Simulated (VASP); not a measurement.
Input of a VASP 6.6.1 run:

The input POSCAR:

```
Ti
1.0
    4.5976232276      0.0000000000      0.0000000000
   -2.2988116138      3.9816585121      0.0000000000
    0.0000000000      0.0000000000      2.8449616649
Ti
3
Direct
    0.6666666667      0.3333333333      0.5000000000
    0.3333333333      0.6666666667      0.5000000000
    0.0000000000      0.0000000000      0.0000000000
```

INCAR.step1

```
SYSTEM = Ti
  ALGO = Normal
  EDIFF = 1E-4
  ENCUT = 520
  GGA = PE
  ISMEAR = -1
  LASPH = .TRUE.
  LCHARG = .FALSE.
  LREAL = .FALSE.
  LWAVE = .TRUE.
  NBANDS = 25
  NELM = 100
  PREC = Accurate
  SIGMA = 0.05
```

File INCAR.step2:

```
SYSTEM = Ti
  ALGO = Normal
  EDIFF = 1E-6
  ENCUT = 520
  ISIF = 2
  ISMEAR = -1
  ISTART = 1
  LASPH = .TRUE.
  LCHARG = .FALSE.
  LMIXTAU = .TRUE.
  LREAL = .FALSE.
  LWAVE = .FALSE.
  METAGGA = R2SCAN
  NBANDS = 25
  NELM = 100
  PREC = Accurate
  SIGMA = 0.05
```

The input KPOINTS:

```
k-points
0
G
  7 7 9
  0 0 0
```

Potentials or basis: VASP PAW PBE potentials, release 64 (Ti_sv).

The run is started by

```bash
$ cat potpaw_PBE.64/Ti_sv/POTCAR > POTCAR
$ cp INCAR.step1 INCAR
$ mpirun -np 1 vasp_std > vasp.out
$ cp INCAR.step2 INCAR
$ mpirun -np 1 vasp_std > vasp.out
```

(1) Estimate the pressure.

(2) Estimate the band gap on the k mesh.

## Answers

(1) -1.9 GPa.

(2) zero (bands 18 and 19 overlap by 0.21 eV).

Caveat: the PAW data sets were made with another functional, which shifts forces and pressure a little.
